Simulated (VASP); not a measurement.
Here is a VASP 6.6.1 calculation.

File INCAR:

```
PREC = Accurate
ENCUT = 520
EDIFF = 1E-6
ISMEAR = 0
SIGMA = 0.15
LREAL = False
LASPH = True
NELM = 100
ALGO = Fast
ISIF = 2
LWAVE = False
LCHARG = True
GGA = PS
LELF = True
LVHAR = True
NBANDS = 19
```

Contents of KPOINTS:

```
regular mesh
0
Gamma
  18 18 10
```

File POSCAR:

```
Zr
1.0
    3.1835182492      0.0000000000      0.0000000000
   -1.5917591246      2.7570076772      0.0000000000
    0.0000000000      0.0000000000      5.1470000000
Zr
2
Direct
    0.3333333333      0.6666666667      0.2500000000
    0.6666666667      0.3333333333      0.7500000000
```

Potentials or basis: VASP PAW PBE potentials, release 64 (Zr_sv).

Launch:

```bash
$ cat potpaw_PBE.64/Zr_sv/POTCAR > POTCAR
$ mpirun -np 1 vasp_std > vasp.out
```

Question: Estimate the band gap on the k mesh.

Answer: Zero (bands 12 and 13 overlap by 1.23 eV).

Question: Predict the pressure.

Answer: -0.5 GPa.

Stress tensor (GPa, compression positive):
```
-0.32  0.00  0.00
 0.00 -0.32  0.00
 0.00  0.00 -0.94
```

Caveat: the cell differs from its parent crystal (strain -0.015 along x and y, +0.000 along z); the PAW data sets were made with another functional, which shifts forces and pressure a little.
